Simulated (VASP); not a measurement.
Write the native input for VASP 6.6.1 that does the following.

```
Task                   : single point
Functional             : PBEsol
Potentials or basis    : VASP PAW PBE potentials, release 64 (In_d)
Cutoff                 : 520 eV
k mesh                 : 14 × 14 × 14
Occupations            : fermi-dirac, width 0.05 eV
Spin                   : no spin polarisation
Dipole correction      : no
Further INCAR settings : ALGO = Normal; EDIFF = 1e-07; NBANDS = 20
```

The structure of In lies in POSCAR:

```
In
1.0
    0.0000000000      2.3625895317      2.3625895317
    2.3625895317      0.0000000000      2.3625895317
    2.3625895317      2.3625895317      0.0000000000
In
2
Direct
   -0.1250000000     -0.1250000000     -0.1250000000
    0.1250000000      0.1250000000      0.1250000000
```

These files were run (other wordings do the same):

INCAR

```
PREC     = Accurate       # precision mode
ENCUT    = 520            # plane-wave cutoff, eV
EDIFF    = 1E-7           # SCF threshold, eV
ISMEAR   = -1             # smearing method
SIGMA    = 0.05           # smearing width, eV
LREAL    = False          # projectors in reciprocal space
LASPH    = True           # aspherical terms in the spheres
NELM     = 60             # most SCF steps
ALGO     = Normal         # electronic algorithm
ISIF     = 2              # what is computed and relaxed
LWAVE    = False          # write WAVECAR
LCHARG   = False          # write CHGCAR
GGA      = PS             # functional
NBANDS   = 20             # bands
```

KPOINTS

```
regular mesh
0
Gamma
  14 14 14
```

Potentials or basis: VASP PAW PBE potentials, release 64 (In_d).

The run is started by

```console
$ cat potpaw_PBE.64/In_d/POTCAR > POTCAR
$ mpirun -np 1 vasp_std > vasp.out
```

Results of the run:

```json
{
 "Pressure": "320.5 GPa",
 "Band gap on the k mesh": "zero (band 13 reaches 26.26 eV, above the bottom of band 14 at 14.24 eV)"
}
```

Caveat: the PAW data sets were made with another functional, which shifts forces and pressure a little; spin-orbit coupling is left out, which moves the levels of the heavy elements.

Wall time 87 s on 1 thread of Intel(R) Xeon(R) Platinum 8259CL CPU @ 2.50GHz (Skylake/Cascade Lake), on a shared host, peak memory 0.18 GiB.
